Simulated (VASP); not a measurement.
The system is NiO.

```xyz
2
Lattice="0.0000 2.0577 2.0577 2.0577 0.0000 2.0577 2.0577 2.0577 0.0000" Properties=species:S:1:pos:R:3 pbc="T T T"
Ni    0.0000    0.0000    0.0000
O     2.0577    2.0577    2.0577
```

Base run:

| Item | Value |
| --- | --- |
| Program | VASP 6.6.1 |
| Functional | revPBE |
| Potentials or basis | VASP PAW PBE potentials, release 64 (Ni, O) |
| Cutoff | 520 eV |
| k mesh | 11 × 11 × 11 |
| Occupations | fermi-dirac, width 0.05 eV |
| Spin | collinear spin, ferromagnetic start |
| Starting moments | [1.0, 0.0] μB |

Its results: pressure 19.2 GPa; net moment 1.62 μB per cell; site moments Ni +1.34; O +0.24 μB.

Problem. The run is repeated on the same cell with these changes: dispersion from none to D3(BJ). What comes out?

Solution. Pressure 13.9 GPa; net moment 1.62 μB per cell; site moments Ni +1.34; O +0.24 μB.

Dispersion adds attraction, which lowers the pressure at fixed volume and, as a term added to the energy, leaves the levels alone.

Caveats: the PAW data sets were made with another functional, which shifts forces and pressure a little; a cell with one magnetic atom can't hold antiferromagnetic order, which such compounds often take; semilocal functionals often make such compounds metallic where correlation or magnetic order opens a gap, which also shifts bond lengths; pairwise dispersion overbinds metals, which lowers pressure and volume (some runs).
